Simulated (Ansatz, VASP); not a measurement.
**Al in VASP and in Ansatz**

INCAR

```
SYSTEM = Al
PREC = Accurate
ENCUT = 600
EDIFF = 1E-7
ISMEAR = 0
SIGMA = 0.1
LREAL = .False.
LASPH = .True.
NELM = 60
ALGO = Fast
ISIF = 3
LWAVE = .False.
LCHARG = .False.
GGA = CA
IBRION = 2
NSW = 80
EDIFFG = -0.003
```

Contents of KPOINTS:

```
Automatic mesh
0
Gamma
  34 34 34
  0 0 0
```

POSCAR

```
Al
1.0
    0.0000000000      2.0250000000      2.0250000000
    2.0250000000      0.0000000000      2.0250000000
    2.0250000000      2.0250000000      0.0000000000
Al
1
Direct
    0.0000000000      0.0000000000      0.0000000000
```

Input for Ansatz:

```yaml
crystal:
  lattice:
    - [0.0, 2.025, 2.025]
    - [2.025, 0.0, 2.025]
    - [2.025, 2.025, 0.0]
  atoms:
    - { symbol: Al, position: [0.0, 0.0, 0.0] }
scf:
  occupations: { method: gaussian, width: 0.1 }
output:
  forces: true
  stress: true
  eigenvalues: true
  write_density: true
  write_potential: true
  elf: true
  volumetric_format: npy
kpoints:
  mp_grid: { grid: [34, 34, 34] }
hamiltonian:
  xc: lda
relax:
  f_tol: 0.003
  max_steps: 60
  cell: { stress_tol: 0.02 }
```

Alike in both runs: task relaxation of cell and atoms; functional LDA; k mesh 34 × 34 × 34; occupations gaussian, width 0.1 eV; no spin polarisation.

|  | VASP | Ansatz |
| --- | --- | --- |
| version | VASP 6.6.1 | Ansatz 0.2.0 |
| potentials or method | VASP PAW LDA potentials, release 64 (Al) | scalar-relativistic, plane waves, PAW |
| plane-wave cutoff (eV) | 600 | 420 |
| valence electrons in the cell | 3 | 3 |

VASP gave:

```
gap on the k mesh at the Fermi level, each at its own relaxed structure (eV) : none
relaxed volume (Å³/atom)                                                     : 15.81
relaxed cell length with the largest relative difference (Å)                 : 2.817
```

Which values does Ansatz return?

gap on the k mesh at the Fermi level, each at its own relaxed structure (eV): none; relaxed volume (Å³/atom): 15.79; relaxed cell length with the largest relative difference (Å): 2.816.

LDA's correlation is that of Perdew and Zunger in VASP and of Perdew and Wang (1992) in Ansatz. A gap of «none» marks a metal or a gap that the smearing closes.
